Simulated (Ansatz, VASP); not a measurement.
## Two plane-wave programs on SiC

```
Si C
1.0
     2.15711    2.15711    0.00000
    -2.15711    2.15711    0.00000
     0.00000    2.15711    2.15711
Si C
1 1
Direct
  0.00000 0.00000 0.00000
  0.75000 0.25000 0.50000
```

Alike in both runs: task single point; functional r2SCAN; k mesh 10 × 10 × 10; no spin polarisation.

|  | VASP | Ansatz |
| --- | --- | --- |
| version | VASP 6.6.1 | Ansatz 0.2.0 |
| potentials or method | VASP PAW PBE potentials, release 64 (Si, C) | PAW with Ansatz's default frozen-core files, scalar-relativistic |
| plane-wave cutoff (eV) | 520 | 500 |
| occupations | gaussian, width 0.01 eV | fixed |
| valence electrons in the cell | 8 | 8 |

|  | VASP | Ansatz | Ansatz less VASP |
| --- | --- | --- | --- |
| gap on the k mesh at the Fermi level (eV) | 1.71 | 1.69 | -0.012 |
| pressure (GPa) | 6.8 | 7.0 | +0.21 |

VASP's potentials were made for PBE, not for r2SCAN.
